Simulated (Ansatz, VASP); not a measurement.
**Al2O3: VASP beside Ansatz**

```
Al O
1.0
     2.80960    0.00000    0.00000
    -1.40480    2.43319    0.00000
     0.00000    0.00000    7.91458
Al O
2 3
Direct
  0.00000 0.00000 0.18094
  0.00000 0.00000 0.81906
  0.33333 0.66667 0.26801
  0.66667 0.33333 0.00000
  0.33333 0.66667 0.73199
```

Alike in both runs: task single point; functional r2SCAN; k mesh 12 × 12 × 4; occupations gaussian, width 0.05 eV; no spin polarisation.

```csv
,VASP,Ansatz
version,VASP 6.6.1,Ansatz 0.2.0
potentials or method,"VASP PAW PBE potentials, release 64 (Al, O), cutoff 520 eV","scalar-relativistic, plane waves, PAW"
valence electrons in the cell,24,24
```

Ansatz gave:

| Item | Value |
| --- | --- |
| gap on the k mesh at the Fermi level (eV) | 6.14 |
| least direct gap on the mesh (eV) | 6.34 |
| pressure (GPa) | 3.2 |
| traceless stress, the component that is largest in VASP (GPa) | -10.83 |
| rms of the force components (eV/Å) | 0.276 |

**Question.** What did VASP give for the same quantities?

**Answer.** gap on the k mesh at the Fermi level (eV): 6.12; least direct gap on the mesh (eV): 6.32; pressure (GPa): 3.2; traceless stress, the component that is largest in VASP (GPa): -11.25; rms of the force components (eV/Å): 0.270.

VASP's potentials were made for PBE, not for r2SCAN. Atom by atom the forces differ by 0.015 eV/Å (rms over components). With one functional, cell and mesh, what is left measures potentials, basis and numerics.
